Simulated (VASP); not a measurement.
# Ba (Pm-3m) in VASP: a series of runs, part 3 of 3

VASP 6.6.1.

## (4) Single point, PBEsol

This run uses another cell than the first one, of 60.73 Å³/atom.

Contents of INCAR:

```
ALGO = Normal ; EDIFF = 1E-6
ENCUT = 520 ; GGA = PS
ISIF = 2 ; ISMEAR = 1
LASPH = T ; LCHARG = F
LREAL = F ; LWAVE = F
NBANDS = 11 ; NELM = 60
PREC = Accurate ; SIGMA = 0.1
```

Contents of KPOINTS:

```
k-points
0
Gamma
  6 6 6
```

Contents of POSCAR:

```
Ba
1.0
    3.9307333085      0.0000000000      0.0000000000
    0.0000000000      3.9307333085      0.0000000000
    0.0000000000      0.0000000000      3.9307333085
Ba
1
Direct
    0.0000000000      0.0000000000      0.0000000000
```

Potentials or basis: VASP PAW PBE potentials, release 64 (Ba_sv).

Run with:

```
$ cat potpaw_PBE.64/Ba_sv/POTCAR > POTCAR
$ mpirun -np 1 vasp_std > vasp.out
```

OUTCAR:

```text
EDIFF = 1E-6
   ENCUT = 520
   GGA = PS
   ISIF = 2
   ISMEAR = 1
   LASPH = T
   LREAL = F
   NELM = 60
   PREC = Accurate

 ion  position               nearest neighbor table
   1  0.000  0.000  0.000-

  LATTYP: Found a simple cubic cell.
 ALAT       =     3.9307333085

  Lattice vectors:

 A1 = (   3.9307333085,   0.0000000000,   0.0000000000)
 A2 = (   0.0000000000,   3.9307333085,   0.0000000000)
 A3 = (   0.0000000000,   0.0000000000,   3.9307333085)

Analysis of symmetry for initial positions (statically):
=====================================================================
 Subroutine PRICEL returns:
 Original cell was already a primitive cell.

 Routine SETGRP: Setting up the symmetry group for a
 simple cubic supercell.

 Subroutine GETGRP returns: Found 48 space group operations
 (whereof 48 operations were pure point group operations)
 out of a pool of 48 trial point group operations.

The static configuration has the point symmetry O_h .

Analysis of symmetry for dynamics (positions and initial velocities):
=====================================================================
 Subroutine PRICEL returns:
 Original cell was already a primitive cell.

 Routine SETGRP: Setting up the symmetry group for a
 simple cubic supercell.

 Subroutine GETGRP returns: Found 48 space group operations
 (whereof 48 operations were pure point group operations)
 out of a pool of 48 trial point group operations.

The dynamic configuration has the point symmetry O_h .

 Subroutine INISYM returns: Found 48 space group operations
 (whereof 48 operations are pure point group operations),
 and found     1 'primitive' translations

----------------------------------------------------------------------------------------

                                     Primitive cell

  volume of cell :      60.7324

  direct lattice vectors                    reciprocal lattice vectors
     3.930733308  0.000000000  0.000000000     0.254405456  0.000000000  0.000000000
     0.000000000  3.930733308  0.000000000     0.000000000  0.254405456  0.000000000
     0.000000000  0.000000000  3.930733308     0.000000000  0.000000000  0.254405456

  length of vectors
     3.930733308  3.930733308  3.930733308     0.254405456  0.254405456  0.254405456

  position of ions in fractional coordinates (direct lattice)
     0.000000000  0.000000000  0.000000000

  ion indices of the primitive-cell ions
   primitive index   ion index
                 1           1

----------------------------------------------------------------------------------------

 KPOINTS: k-points

Automatic generation of k-mesh.
 Grid dimensions read from file:
 generate k-points for:    6    6    6

 Generating k-lattice:

  Cartesian coordinates                     Fractional coordinates (reciprocal lattice)
     0.042400909  0.000000000  0.000000000     0.166666667  0.000000000  0.000000000
     0.000000000  0.042400909  0.000000000     0.000000000  0.166666667  0.000000000
     0.000000000  0.000000000  0.042400909     0.000000000  0.000000000  0.166666667

  Length of vectors
     0.042400909  0.042400909  0.042400909

  Shift w.r.t. Gamma in fractional coordinates (k-lattice)
     0.000000000  0.000000000  0.000000000

 Subroutine IBZKPT returns following result:
 ===========================================

 Found     20 irreducible k-points:

 Following reciprocal coordinates:
            Coordinates               Weight
  0.000000  0.000000  0.000000      1.000000
  0.166667  0.000000  0.000000      6.000000
  0.333333  0.000000  0.000000      6.000000
  0.500000  0.000000  0.000000      3.000000
  0.166667  0.166667  0.000000     12.000000
  0.333333  0.166667  0.000000     24.000000
[... 12 lines left out ...]
  0.500000  0.500000  0.333333      6.000000
  0.500000  0.500000  0.500000      1.000000
   k-points           NKPTS =     20   k-points in BZ     NKDIM =     20   number of bands    NBANDS=     11
   number of dos      NEDOS =    301   number of ions     NIONS =      1
   total plane-waves  NPLWV =  27000
   dimension x,y,z NGX =    30 NGY =   30 NGZ =   30
   dimension x,y,z NGXF=    60 NGYF=   60 NGZF=   60
   ions per type =               1
   NGX,Y,Z   is equivalent  to a cutoff of  12.69, 12.69, 12.69 a.u.
   NGXF,Y,Z  is equivalent  to a cutoff of  25.38, 25.38, 25.38 a.u.
 SYSTEM =  unknown system
   PREC   = accura    normal or accurate (medium, high low for compatibility)
   ISTART =      0    job   : 0-new  1-cont  2-samecut
   ICHARG =      2    charge: 1-file 2-atom 10-const
   ISPIN  =      1    spin polarized calculation?
   LNONCOLLINEAR =      F non collinear calculations
   LSORBIT =      F    spin-orbit coupling
   LASPH  =      T    aspherical Exc in radial PAW
   ENCUT  =  520.0 eV  38.22 Ry    6.18 a.u.   7.31  7.31  7.31*2*pi/ulx,y,z
   NELM   =     60;   NELMIN=  2; NELMDL= -5     # of ELM steps
   EDIFF  = 0.1E-05   stopping-criterion for ELM
   LREAL  =      F    real-space projection
   EDIFFG = 0.1E-04   stopping-criterion for IOM
   NSW    =      0    number of steps for IOM
   IBRION =     -1    ionic relax: 0-MD 1-quasi-New 2-CG
   NFREE  =      0    steps in history (QN), initial steepest desc. (CG)
   ISIF   =      2    stress and relaxation
   ISYM   =      2    0-nonsym 1-usesym 2-fastsym
   POTIM  = 0.5000    time-step for ionic-motion
   TEBEG  =    0.0;   TEEND  =   0.0 temperature during run
   PSTRESS=    0.0 pullay stress
   NELECT =      10.0000    total number of electrons
   NUPDOWN=      -1.0000    fix difference up-down
   EMIN   =  10.00;   EMAX   =-10.00  energy-range for DOS
   EFERMI =   0.00;   METHOD = LEGACY
   ISMEAR =     1;   SIGMA  =   0.10  broadening in eV -4-tet -1-fermi 0-gaus
   EFERMI_NEDOS =   21; number of points for ismear=-14 and -15
   IALGO  =     38    algorithm
   IMIX   =      4    mixing-type and parameters
     AMIX     =   0.40;   BMIX     =  1.00
     AMIX_MAG =   1.60;   BMIX_MAG =  1.00
  volume/ion in A,a.u.               =      60.73       409.84
  Fermi-wavevector in a.u.,A,eV,Ry     =   0.897294  1.695639 10.954538  0.805136
  Thomas-Fermi vector in A             =   2.019860
   LORBIT       =      0    0 simple, 1 ext, 2 COOP (PROOUT), +10 PAW based schemes
   GGA     = PS    functional components
   LHFCALC =     F    Hartree Fock is set to
   AEXX    =    0.0000 exact exchange contribution
   IVDW    =     0    specifies the selected vdW correction
   LEPSILON=     F    determine dielectric tensor
   LRPA    =     F    only Hartree local field effects (RPA)
 non-spin polarized calculation
 Methfessel and Paxton  Order N= 1 SIGMA  =   0.10
  energy-cutoff  :      520.00
  volume of cell :       60.73
 maximum number of plane-waves:      1659
 NGX is ok and might be reduce to    30
   NGX = 15   NGY = 15   NGZ = 15

 number of electron      10.0000000 magnetization

 Free energy of the ion-electron system (eV)
  ---------------------------------------------------
  ext. energy  EPLUGINS =         0.00000000
  ---------------------------------------------------
  free energy    TOTEN  =        -1.83358370 eV

  energy without entropy =       -1.83314648  energy(sigma->0) =       -1.83343796

 E-fermi :   1.6963     XC(G=0):  -7.6069

 val. band max:        1.6872841684   @ k =   0.5000   0.1667   0.1667
 cond. band min:       1.7203236662   @ k =   0.1667   0.0000   0.0000
 fundamental gap:      0.0330394978
 Fermi energy:         1.6963025003

 k-point     1 :       0.0000    0.0000    0.0000
  band No.  band energies     occupation
      1     -27.4981      2.00000
      2     -12.3012      2.00000
      3     -12.3012      2.00000
      4     -12.3012      2.00000
      5      -1.0205      2.00000
      6       1.5938      2.05499
      7       1.5938      2.05499
      8       6.5634      0.00000
      9       6.5634      0.00000
     10       6.5634      0.00000
     11       9.2533      0.00000
[... 253 lines left out ...]
 k-point    20 :       0.5000    0.5000    0.5000
  band No.  band energies     occupation
      1     -27.3138      2.00000
      2     -12.8422      2.00000
      3     -12.8422      2.00000
      4     -12.8422      2.00000
      5       1.5373      2.04706
      6       1.5373      2.04706
      7       1.5373      2.04706
      8       5.5678      0.00000
      9       8.2440      0.00000
     10       8.2507      0.00000
     11       8.3643      0.00000

------------------------ aborting loop because EDIFF is reached ----------------------------------------

  FORCE on cell =-STRESS in cart. coord.  units (eV):
  Direction    XX          YY          ZZ          XY          YZ          ZX
  --------------------------------------------------------------------------------------
  -------------------------------------------------------------------------------------
  Total       -0.2656717     -0.2656717     -0.2656717      0.0000000     -0.0000000      0.0000000
  in kB       -7.0086613     -7.0086613     -7.0086613      0.0000000     -0.0000000      0.0000000
  external PRESSURE =      -7.0086613 kB  Pullay stress =       0.0000000 kB

 VOLUME and BASIS-vectors are now :
 -----------------------------------------------------------------------------
  energy-cutoff  :      520.00
  volume of cell :       60.73
      direct lattice vectors                 reciprocal lattice vectors
     3.930733308  0.000000000  0.000000000     0.254405456  0.000000000  0.000000000
     0.000000000  3.930733308  0.000000000     0.000000000  0.254405456  0.000000000
     0.000000000  0.000000000  3.930733308     0.000000000  0.000000000  0.254405456

 POSITION                                       TOTAL-FORCE (eV/Angst)
 -----------------------------------------------------------------------------------
      0.00000      0.00000      0.00000         0.000000      0.000000      0.000000
 -----------------------------------------------------------------------------------
    total drift:                                0.000000      0.000000     -0.000000

  FREE ENERGIE OF THE ION-ELECTRON SYSTEM (eV)
  ---------------------------------------------------
  free  energy   TOTEN  =        -1.8335837047 eV

  energy  without entropy=       -1.8331464795  energy(sigma->0) =       -1.83343796
```

Run time: 16 s. Hardware: 1 thread of Intel Xeon 8259CL, shared host; peak memory 0.17 GiB.

Results:

```
Free energy            : -1.8336 eV
Pressure               : -0.7 GPa
Band gap on the k mesh : zero (bands 5 and 6 overlap by 0.15 eV)
```

Caveat: the PAW data sets were made with another functional, which shifts forces and pressure a little; spin-orbit coupling is left out, which moves the levels of the heavy elements.

## (5) Overview

```csv
cell,gap on the mesh (eV),pressure (GPa)
"a = 3.851 Å, 1 atom",none,-0.2
"a = 3.891 Å, 1 atom",none,-0.4
"a = 3.931 Å, 1 atom",none,-0.7
```

Alike in all rows: task single point; level PBEsol; potentials or basis VASP PAW PBE potentials, release 64 (Ba_sv); no spin polarisation; k mesh 6 × 6 × 6; cutoff (eV) 520; smearing methfessel-paxton 0.1 eV.

Caveats: the PAW data sets were made with another functional, which shifts forces and pressure a little; spin-orbit coupling is left out, which moves the levels of the heavy elements.

Absolute energies hang on the potentials; compare differences alone.
